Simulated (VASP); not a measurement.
# LiH (Pm-3m) in VASP: further runs, part 2 of 2

VASP 6.6.1. Earlier steps stand in the parts before.

## 3. Single point, PBE

Contents of INCAR:

```
ALGO = Normal
EDIFF = 1E-6
ENCUT = 520
GGA = PE
ISIF = 2
ISMEAR = 0
LASPH = True
LCHARG = False
LREAL = False
LWAVE = False
NBANDS = 9
NELM = 80
PREC = Accurate
SIGMA = 0.01
```

Contents of KPOINTS:

```
k-points
0
Gamma
  6 6 6
```

Contents of POSCAR:

```
LiH
1.0
    2.5016587116      0.0000000000      0.0000000000
    0.0000000000      2.5016587116      0.0000000000
    0.0000000000      0.0000000000      2.5016587116
Li H
1 1
Direct
    0.0000000000      0.0000000000      0.0000000000
    0.5000000000      0.5000000000      0.5000000000
```

Potentials or basis: VASP PAW PBE potentials, release 64 (Li_sv, H).

Launch:

```bash
cat potpaw_PBE.64/Li_sv/POTCAR potpaw_PBE.64/H/POTCAR > POTCAR
mpirun -np 1 vasp_std > vasp.out
```

OUTCAR:

```text
EDIFF = 1E-6
   ENCUT = 520
   GGA = PE
   ISIF = 2
   ISMEAR = 0
   LASPH = True
   LREAL = False
   NELM = 80
   PREC = Accurate

 ion  position               nearest neighbor table
   1  0.000  0.000  0.000-
   2  0.500  0.500  0.500-

  LATTYP: Found a simple cubic cell.
 ALAT       =     2.5016587116

  Lattice vectors:

 A1 = (   2.5016587116,   0.0000000000,   0.0000000000)
[... 417 lines left out ...]
      8      12.3256      0.00000
      9      25.0295      0.00000

------------------------ aborting loop because EDIFF is reached ----------------------------------------

  FORCE on cell =-STRESS in cart. coord.  units (eV):
  Direction    XX          YY          ZZ          XY          YZ          ZX
  --------------------------------------------------------------------------------------
  -------------------------------------------------------------------------------------
  Total        0.0223280      0.0223280      0.0223280      0.0000000     -0.0000000      0.0000000
  in kB        2.2849434      2.2849434      2.2849434      0.0000000     -0.0000000      0.0000000
  external PRESSURE =       2.2849434 kB  Pullay stress =       0.0000000 kB

 VOLUME and BASIS-vectors are now :
 -----------------------------------------------------------------------------
  energy-cutoff  :      520.00
  volume of cell :       15.66
      direct lattice vectors                 reciprocal lattice vectors
     2.501658712  0.000000000  0.000000000     0.399734782  0.000000000  0.000000000
     0.000000000  2.501658712  0.000000000     0.000000000  0.399734782  0.000000000
     0.000000000  0.000000000  2.501658712     0.000000000  0.000000000  0.399734782

 POSITION                                       TOTAL-FORCE (eV/Angst)
 -----------------------------------------------------------------------------------
      0.00000      0.00000      0.00000         0.000000      0.000000      0.000000
      1.25083      1.25083      1.25083         0.000000      0.000000      0.000000
 -----------------------------------------------------------------------------------
    total drift:                               -0.000000      0.000000     -0.000000

  FREE ENERGIE OF THE ION-ELECTRON SYSTEM (eV)
  ---------------------------------------------------
  free  energy   TOTEN  =        -5.6503712536 eV

  energy  without entropy=       -5.6503712536  energy(sigma->0) =       -5.65037125
```

stdout:

```text
POSCAR found type information on POSCAR LiH
 POSCAR found :  2 types and       2 ions
 scaLAPACK will be used
 LDA part: xc-table for (Slater+PW92), standard interpolation
 POSCAR, INCAR and KPOINTS ok, starting setup
 FFT: planning ... GRIDC
 FFT: planning ... GRID_SOFT
 FFT: planning ... GRID
 WAVECAR not read
 entering main loop
```

Run time: 6.2 s. Hardware: 1 thread of AMD EPYC 7R13, shared host; peak memory 0.09 GiB.

Results:

```yaml
Free_energy: -5.6504 eV
Band_gap_on_the_k_mesh: 0.72 eV, indirect (least direct gap 4.20 eV)
```

Caveat: the cutoff is under 1.25 times the usual one of these potentials, so pressure, stress and relaxed cells hold a basis-set (Pulay) error.

## 4. Single point, LDA

Contents of INCAR:

```
PREC = Accurate
ENCUT = 520
EDIFF = 1E-7
ISMEAR = 0
SIGMA = 0.01
LREAL = False
LASPH = True
NELM = 100
ALGO = Normal
ISIF = 2
LWAVE = False
LCHARG = False
NBANDS = 9
```

Contents of KPOINTS:

```
Automatic mesh
0
Gamma
  6 6 6
```

POSCAR is that of step 3.

Potentials or basis: VASP PAW LDA potentials, release 64 (Li_sv, H).

Launch:

```bash
cat potpaw_LDA.64/Li_sv/POTCAR potpaw_LDA.64/H/POTCAR > POTCAR
mpirun -np 1 vasp_std > vasp.out
```

Wall time 5.4 s (1 thread of AMD EPYC 7R13, shared host); peak memory 0.08 GiB.

Results (log left out):

```yaml
Free_energy: -6.0145 eV
Band_gap_on_the_k_mesh: 0.36 eV, indirect (least direct gap 3.83 eV)
```

Levels at points of the mesh, in eV from the valence-band top:
```
           k point  band 1  band 2  band 3  band 4  band 5  band 6
(0.00, 0.00, 0.00)  -47.39   -9.05   11.44   11.44   11.44   12.47
(0.50, 0.00, 0.00)  -47.33   -6.84    0.36   11.18   15.64   15.64
(0.50, 0.50, 0.00)  -47.28   -2.77    1.06    1.06    8.69   18.81
(0.50, 0.50, 0.50)  -47.23    0.00    5.86    5.86    5.86    8.40
```

Caveat: the cutoff is under 1.25 times the usual one of these potentials, so pressure, stress and relaxed cells hold a basis-set (Pulay) error. A k mesh can miss the band edges.

## 5. Single point, PBE

Contents of INCAR:

```
SYSTEM = LiH
PREC = Accurate
ENCUT = 520
EDIFF = 1E-6
ISMEAR = 0
SIGMA = 0.01
LREAL = .FALSE.
LASPH = .TRUE.
NELM = 80
ALGO = Normal
ISIF = 2
LWAVE = .FALSE.
LCHARG = .FALSE.
GGA = PE
NBANDS = 9
```

Contents of KPOINTS:

```
Automatic mesh
0
G
  8 8 8
  0 0 0
```

POSCAR is that of step 4.

Potentials or basis: VASP PAW PBE potentials, release 64 (Li_sv, H).

Launch:

```bash
cat potpaw_PBE.64/Li_sv/POTCAR potpaw_PBE.64/H/POTCAR > POTCAR
mpirun -np 1 vasp_std > vasp.out
```

It took 8.7 s on 1 thread of AMD EPYC 7R13, shared host; peak memory 0.09 GiB.

The run converged. Its results:

```yaml
Free_energy: -5.6585 eV
Band_gap_on_the_k_mesh: 0.73 eV, indirect (least direct gap 4.21 eV)
```

Levels at points of the mesh, in eV from the valence-band top:
```
           k point  band 1  band 2  band 3  band 4  band 5  band 6  band 7
(0.00, 0.00, 0.00)  -48.13   -8.84   11.96   11.96   11.96   12.57   15.11
(0.50, 0.00, 0.00)  -48.07   -6.59    0.73   11.43   16.25   16.25   19.82
(0.50, 0.50, 0.00)  -48.02   -2.67    1.54    1.54    9.12   19.47   20.82
(0.50, 0.50, 0.50)  -47.98    0.00    6.42    6.42    6.42    8.77    8.77
```

Caveat: the cutoff is under 1.25 times the usual one of these potentials, so pressure, stress and relaxed cells hold a basis-set (Pulay) error.

## 6. Summary

| level | potentials or basis | k mesh | gap on the mesh (eV) |
| --- | --- | --- | --- |
| PBE | VASP PAW PBE potentials, release 64 (Li_sv, H) | 6 × 6 × 6 | 0.72 |
| LDA | VASP PAW LDA potentials, release 64 (Li_sv, H) | 6 × 6 × 6 | 0.36 |
| PBE | VASP PAW PBE potentials, release 64 (Li_sv, H) | 8 × 8 × 8 | 0.73 |

Alike in all rows: task single point; no spin polarisation; cell as given; cutoff (eV) 520; smearing gaussian 0.01 eV.

Caveats: the cutoff is under 1.25 times the usual one of these potentials, so pressure, stress and relaxed cells hold a basis-set (Pulay) error.

Total energies depend on the potentials used, so only differences within one code and one set of settings carry meaning.
